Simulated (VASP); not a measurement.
# CaDyAs3 (P4mm) in VASP: relaxation of cell and atoms with PBE

Aim: the relaxation of cell and atoms of CaDyAs3 with PBE.

All numbers are computed with VASP 6.6.1; they aren't measurements. Logs are shortened: lines on timing, memory, paths and dates and some standing lists are left out, and cuts for length are marked.

## 1. The cell of the first run

It takes space group P4mm (No. 99, tetragonal). Conventional cell: a = 5.299 Å, b = 5.299 Å, c = 5.661 Å, α = 90.00°, β = 90.00°, γ = 90.00°. Ca (site symmetry 4mm) has 6 As at 2.72 to 3.17 Å within 3.6 Å. Within 3.8 Å of Dy (site symmetry 4mm) lie 8 As at 2.80 to 3.75 Å. Within 3.6 Å of As (site symmetry 4mm) lie 2 Ca at 2.72 to 2.94 Å and 4 As at 2.83 Å. Within 3.8 Å of As (site symmetry 2mm) lie 2 Dy at 2.80 Å and 6 As at 2.83 to 3.75 Å and 2 Ca at 3.17 Å.

The cell was generated, and may not be a known phase.

## 2. Relaxation of cell and atoms, PBE

File INCAR:

```
ALGO     = Normal         # electronic algorithm
EDIFF    = 1E-7           # SCF threshold, eV
EDIFFG   = -0.01          # ionic threshold
ENCUT    = 500            # plane-wave cutoff, eV
GGA      = PE             # functional
GGA_COMPAT= False        
IBRION   = 2              # ionic algorithm
ISIF     = 3              # what is computed and relaxed
ISMEAR   = 0              # smearing method
LASPH    = True           # aspherical terms in the spheres
LCHARG   = False          # write CHGCAR
LMAXMIX  = 6              # l up to which the mixer works
LREAL    = False          # projectors in reciprocal space
LWAVE    = False          # write WAVECAR
NELM     = 200            # most SCF steps
NELMIN   = 4            
NSW      = 100            # ionic steps
PREC     = Accurate       # precision mode
SIGMA    = 0.1            # smearing width, eV
```

File KPOINTS:

```
k-points
0
Gamma
  8 8 8
```

File POSCAR:

```
CaDyAs3
1.0
    5.2986191574      0.0000000000      0.0000000000
    0.0000000000      5.2986191574      0.0000000000
    0.0000000000      0.0000000000      5.6607839085
Ca Dy As
1 1 3
Direct
    0.5000000000      0.5000000000      0.3887670180
    0.0000000000      0.0000000000      0.9236688756
    0.5000000000      0.5000000000      0.9077434938
    0.5000000000      0.0000000000      0.0813186313
    0.0000000000      0.5000000000      0.0813186313
```

Potentials or basis: VASP PAW PBE potentials, release 64 (Ca_sv, Dy_3, As), 4f in core.

On the command line:

```console
> cat potpaw_PBE.64/Ca_sv/POTCAR potpaw_PBE.64/Dy_3/POTCAR potpaw_PBE.64/As/POTCAR > POTCAR
> mpirun -np 1 vasp_std > vasp.out
```

OUTCAR:

```text
EDIFF = 1E-7
   EDIFFG = -0.01
   ENCUT = 500
   GGA = PE
   IBRION = 2
   ISIF = 3
   ISMEAR = 0
   LASPH = True
   LREAL = False
   NELM = 200
   NELMIN = 4
   NSW = 100
   PREC = Accurate

 ion  position               nearest neighbor table
   1  0.500  0.500  0.389-   3 2.72   3 2.94
   2  0.000  0.000  0.924-   4 2.80   5 2.80   5 2.80   4 2.80
   3  0.500  0.500  0.908-   1 2.72   4 2.83   5 2.83   4 2.83   5 2.83   1 2.94
   4  0.500  0.000  0.081-   2 2.80   2 2.80   3 2.83   3 2.83
   5  0.000  0.500  0.081-   2 2.80   2 2.80   3 2.83   3 2.83

  LATTYP: Found a simple tetragonal cell.
 ALAT       =     5.2986191574
 C/A-ratio  =     1.0683507798

  Lattice vectors:

 A1 = (   5.2986191574,   0.0000000000,   0.0000000000)
 A2 = (   0.0000000000,   5.2986191574,   0.0000000000)
 A3 = (   0.0000000000,   0.0000000000,   5.6607839085)

Analysis of symmetry for initial positions (statically):
=====================================================================
 Subroutine PRICEL returns:
 Original cell was already a primitive cell.

 Routine SETGRP: Setting up the symmetry group for a
 simple tetragonal supercell.

 Subroutine GETGRP returns: Found  8 space group operations
 (whereof  8 operations were pure point group operations)
 out of a pool of 16 trial point group operations.

The static configuration has the point symmetry C_4v.

Analysis of symmetry for dynamics (positions and initial velocities):
=====================================================================
 Subroutine PRICEL returns:
 Original cell was already a primitive cell.

 Routine SETGRP: Setting up the symmetry group for a
 simple tetragonal supercell.

 Subroutine GETGRP returns: Found  8 space group operations
 (whereof  8 operations were pure point group operations)
 out of a pool of 16 trial point group operations.

The dynamic configuration has the point symmetry C_4v.

 Subroutine INISYM returns: Found  8 space group operations
 (whereof  8 operations are pure point group operations),
 and found     1 'primitive' translations

----------------------------------------------------------------------------------------

                                     Primitive cell

  volume of cell :     158.9286

  direct lattice vectors                    reciprocal lattice vectors
     5.298619157  0.000000000  0.000000000     0.188728416  0.000000000  0.000000000
     0.000000000  5.298619157  0.000000000     0.000000000  0.188728416  0.000000000
     0.000000000  0.000000000  5.660783909     0.000000000  0.000000000  0.176653979

  length of vectors
     5.298619157  5.298619157  5.660783909     0.188728416  0.188728416  0.176653979

  position of ions in fractional coordinates (direct lattice)
     0.500000000  0.500000000  0.388767018
     0.000000000  0.000000000  0.923668876
     0.500000000  0.500000000  0.907743494
     0.500000000  0.000000000  0.081318631
     0.000000000  0.500000000  0.081318631

  ion indices of the primitive-cell ions
   primitive index   ion index
                 1           1
                 2           2
                 3           3
                 4           4
                 5           5

----------------------------------------------------------------------------------------

 KPOINTS: k-points

Automatic generation of k-mesh.
 Grid dimensions read from file:
 generate k-points for:    8    8    8

 Generating k-lattice:

  Cartesian coordinates                     Fractional coordinates (reciprocal lattice)
     0.023591052  0.000000000  0.000000000     0.125000000  0.000000000  0.000000000
     0.000000000  0.023591052  0.000000000     0.000000000  0.125000000  0.000000000
     0.000000000  0.000000000  0.022081747     0.000000000  0.000000000  0.125000000

  Length of vectors
     0.023591052  0.023591052  0.022081747

  Shift w.r.t. Gamma in fractional coordinates (k-lattice)
     0.000000000  0.000000000  0.000000000

 Subroutine IBZKPT returns following result:
 ===========================================

 Found     75 irreducible k-points:

 Following reciprocal coordinates:
            Coordinates               Weight
  0.000000  0.000000  0.000000      1.000000
  0.125000  0.000000  0.000000      4.000000
  0.250000  0.000000  0.000000      4.000000
  0.375000  0.000000  0.000000      4.000000
  0.500000  0.000000  0.000000      2.000000
  0.125000  0.125000  0.000000      4.000000
[... 16 lines left out ...]
  0.375000  0.125000  0.125000     16.000000
  0.500000  0.125000  0.125000      8.000000
 [... further k-points ...]
   k-points           NKPTS =     75   k-points in BZ     NKDIM =     75   number of bands    NBANDS=     21
   number of dos      NEDOS =    301   number of ions     NIONS =      5
   total plane-waves  NPLWV =  67200
   dimension x,y,z NGX =    40 NGY =   40 NGZ =   42
   dimension x,y,z NGXF=    80 NGYF=   80 NGZF=   84
   ions per type =               1   1   3
   NGX,Y,Z   is equivalent  to a cutoff of  12.55, 12.55, 12.33 a.u.
   NGXF,Y,Z  is equivalent  to a cutoff of  25.10, 25.10, 24.67 a.u.
 SYSTEM =  unknown system
   PREC   = accura    normal or accurate (medium, high low for compatibility)
   ISTART =      0    job   : 0-new  1-cont  2-samecut
   ICHARG =      2    charge: 1-file 2-atom 10-const
   ISPIN  =      1    spin polarized calculation?
   LNONCOLLINEAR =      F non collinear calculations
   LSORBIT =      F    spin-orbit coupling
   LASPH  =      T    aspherical Exc in radial PAW
   ENCUT  =  500.0 eV  36.75 Ry    6.06 a.u.   9.66  9.66 10.32*2*pi/ulx,y,z
   NELM   =    200;   NELMIN=  4; NELMDL= -5     # of ELM steps
   EDIFF  = 0.1E-06   stopping-criterion for ELM
   LREAL  =      F    real-space projection
   EDIFFG = -.1E-01   stopping-criterion for IOM
   NSW    =    100    number of steps for IOM
   IBRION =      2    ionic relax: 0-MD 1-quasi-New 2-CG
   NFREE  =      1    steps in history (QN), initial steepest desc. (CG)
   ISIF   =      3    stress and relaxation
   ISYM   =      2    0-nonsym 1-usesym 2-fastsym
   POTIM  = 0.5000    time-step for ionic-motion
   TEBEG  =    0.0;   TEEND  =   0.0 temperature during run
   PSTRESS=    0.0 pullay stress
   NELECT =      34.0000    total number of electrons
   NUPDOWN=      -1.0000    fix difference up-down
   EMIN   =  10.00;   EMAX   =-10.00  energy-range for DOS
   EFERMI =   0.00;   METHOD = LEGACY
   ISMEAR =     0;   SIGMA  =   0.10  broadening in eV -4-tet -1-fermi 0-gaus
   EFERMI_NEDOS =   21; number of points for ismear=-14 and -15
   IALGO  =     38    algorithm
   IMIX   =      4    mixing-type and parameters
     AMIX     =   0.40;   BMIX     =  1.00
     AMIX_MAG =   1.60;   BMIX_MAG =  1.00
  volume/ion in A,a.u.               =      31.79       214.50
  Fermi-wavevector in a.u.,A,eV,Ry     =   0.979115  1.850260 13.043451  0.958667
  Thomas-Fermi vector in A             =   2.109943
   LORBIT       =      0    0 simple, 1 ext, 2 COOP (PROOUT), +10 PAW based schemes
   GGA     = PE    functional components
   LHFCALC =     F    Hartree Fock is set to
   AEXX    =    0.0000 exact exchange contribution
   IVDW    =     0    specifies the selected vdW correction
   LEPSILON=     F    determine dielectric tensor
   LRPA    =     F    only Hartree local field effects (RPA)
 conjugate gradient relaxation of ions
 non-spin polarized calculation
 Gauss-broadening in eV      SIGMA  =   0.10
  energy-cutoff  :      500.00
  volume of cell :      158.93
 maximum number of plane-waves:      4070
 NGX is ok and might be reduce to    40
   NGX = 19   NGY = 19   NGZ = 21

--------------------------------------- Ionic step        1  -------------------------------------------

 number of electron      33.9999996 magnetization

 Free energy of the ion-electron system (eV)
  ---------------------------------------------------
  ext. energy  EPLUGINS =         0.00000000
  ---------------------------------------------------
  free energy    TOTEN  =       -22.67327482 eV

  energy without entropy =      -22.66062846  energy(sigma->0) =      -22.66695164

------------------------ aborting loop because EDIFF is reached ----------------------------------------

  FORCE on cell =-STRESS in cart. coord.  units (eV):
  Direction    XX          YY          ZZ          XY          YZ          ZX
  --------------------------------------------------------------------------------------
  -------------------------------------------------------------------------------------
  Total        0.6774781      0.6774781      0.0924709      0.0000000      0.0000000      0.0000000
  in kB        6.8297355      6.8297355      0.9322098      0.0000000      0.0000000      0.0000000
  external PRESSURE =       4.8638936 kB  Pullay stress =       0.0000000 kB
[... 98 lines left out ...]
  FREE ENERGIE OF THE ION-ELECTRON SYSTEM (eV)
  ---------------------------------------------------
  free  energy   TOTEN  =       -22.6828602000 eV

  energy  without entropy=      -22.6715463806  energy(sigma->0) =      -22.67720329

[... ionic steps 4 to 12 ...]

--------------------------------------- Ionic step       13  -------------------------------------------

 number of electron      34.0000001 magnetization

------------------------ aborting loop because EDIFF is reached ----------------------------------------

  FORCE on cell =-STRESS in cart. coord.  units (eV):
  Direction    XX          YY          ZZ          XY          YZ          ZX
  --------------------------------------------------------------------------------------
  -------------------------------------------------------------------------------------
  Total        0.0354449      0.0354449     -0.0088096      0.0000000      0.0000000      0.0000000
  in kB        0.3530091      0.3530091     -0.0877379      0.0000000      0.0000000      0.0000000
  external PRESSURE =       0.2060934 kB  Pullay stress =       0.0000000 kB
[... 63 lines left out ...]
  energy  without entropy=      -22.6821055890  energy(sigma->0) =      -22.68758936

--------------------------------------- Ionic step       15  -------------------------------------------

 number of electron      34.0000001 magnetization

 Free energy of the ion-electron system (eV)
  ---------------------------------------------------
  ext. energy  EPLUGINS =         0.00000000
  ---------------------------------------------------
  free energy    TOTEN  =       -22.69309958 eV

  energy without entropy =      -22.68208101  energy(sigma->0) =      -22.68759030

 E-fermi :   2.9392     XC(G=0):  -8.3246

 val. band max:        2.9167641581   @ k =   0.3750   0.3750   0.0000
 cond. band min:       2.9583480754   @ k =   0.5000   0.1250   0.2500
 fundamental gap:      0.0415839172
 Fermi energy:         2.9392126522

 k-point     1 :       0.0000    0.0000    0.0000
  band No.  band energies     occupation
      1     -38.9032      2.00000
      2     -21.5102      2.00000
      3     -21.2118      2.00000
      4     -21.2118      2.00000
      5     -19.9624      2.00000
      6     -19.9624      2.00000
[... 550 lines left out ...]
      5     -19.9654      2.00000
      6     -19.9627      2.00000
[... 13 lines left out ...]
     20       3.6975      0.00000
     21       4.7284      0.00000

 [... further k-points ...]
[... 5 lines left out ...]
  --------------------------------------------------------------------------------------
  -------------------------------------------------------------------------------------
  Total       -0.0121065     -0.0121065     -0.0168840      0.0000000     -0.0000000      0.0000000
  in kB       -0.1205166     -0.1205166     -0.1680753      0.0000000     -0.0000000      0.0000000
  external PRESSURE =      -0.1363695 kB  Pullay stress =       0.0000000 kB
[... 20 lines left out ...]
  FREE ENERGIE OF THE ION-ELECTRON SYSTEM (eV)
  ---------------------------------------------------
  free  energy   TOTEN  =       -22.6930995828 eV

  energy  without entropy=      -22.6820810149  energy(sigma->0) =      -22.68759030

 reached required accuracy - stopping structural energy minimisation
```

It took 28 min on 1 thread of Intel Xeon Platinum 8259CL at 2.50GHz (Skylake/Cascade Lake), shared host; peak memory 0.46 GiB.

Results:

* Free energy: -22.6931 eV
* Relaxed volume: 32.19 Å³/atom
* Relaxed cell: a = 5.342 Å, b = 5.342 Å, c = 5.640 Å, α = 90.00°, β = 90.00°, γ = 90.00°
* Space group after relaxing (to 0.1 Å): P4mm (No. 99)
* Energy gained by relaxing: 4.0 meV/atom
* Ionic steps: 15
* Pressure after relaxing: 0.0 GPa
* Largest force after relaxing: 0.005 eV/Å
* Band gap on the k mesh: zero (bands 17 and 18 overlap by 0.21 eV)

Forces in eV/Å, atoms in the order of the input:
```
Ca   0.000  0.000 -0.005
Dy   0.000  0.000 -0.003
As   0.000  0.000  0.003
As   0.000  0.000  0.002
As   0.000  0.000  0.002
```

Step by step:
```
step  energy change (eV)  largest force (eV/Å)  pressure (GPa)  volume (Å³)
   1              0.0000                0.3168            0.49       158.93
   2             -0.0092                0.1863           -0.12       161.16
   3             -0.0096                0.1535           -0.26       161.70
   4             -0.0140                0.1700           -0.06       161.33
   5             -0.0150                0.2313            0.09       161.05
   6             -0.0184                0.1069            0.03       161.27
   7             -0.0191                0.0339            0.00       161.44
   8             -0.0195                0.0191           -0.05       161.45
   9             -0.0195                0.0175           -0.07       161.45
  10             -0.0196                0.0264            0.04       161.01
  11             -0.0196                0.0239            0.02       161.11
  12             -0.0197                0.0207            0.02       161.05
  13             -0.0198                0.0117            0.02       160.87
  14             -0.0198                0.0076           -0.05       161.03
  15             -0.0198                0.0047           -0.01       160.95
```

Final structure:
```
CELL_PARAMETERS angstrom
5.34207 0.00000 0.00000
0.00000 5.34207 0.00000
0.00000 0.00000 5.63980
ATOMIC_POSITIONS crystal
Ca 0.50000 0.50000 0.39769
Dy 0.00000 0.00000 0.92055
As 0.50000 0.50000 0.91715
As 0.50000 0.00000 0.07371
As 0.00000 0.50000 0.07371
```

Levels at points of the mesh, in eV from the Fermi level:
```
           k point  band 13  band 14  band 15  band 16  band 17  band 18  band 19  band 20  band 21
(0.00, 0.00, 0.00)    -2.89    -2.00    -1.44    -1.23    -1.23     0.60     0.69     1.06     1.06
(0.50, 0.00, 0.00)    -2.92    -2.62    -2.06    -1.23    -0.11    -0.04     0.73     1.09     1.27
(0.50, 0.50, 0.00)    -2.52    -2.52    -1.84    -0.31    -0.24     0.31     0.44     0.44     1.02
(0.00, 0.00, 0.50)    -3.89    -1.88    -1.78    -1.35    -1.35     0.75     0.98     1.38     1.38
(0.50, 0.00, 0.50)    -3.28    -2.88    -2.08    -1.58     0.12     0.47     1.15     1.86     1.87
(0.50, 0.50, 0.50)    -2.97    -2.97    -1.82    -0.28    -0.23     0.33     0.33     0.38     1.63
```

Caveat: spin-orbit coupling is left out, which moves the levels of the heavy elements; the 4f electrons are frozen in the core, so they carry no moment and show no levels.

The gap in the log of VASP goes by the Fermi energy; the results here count the filled bands.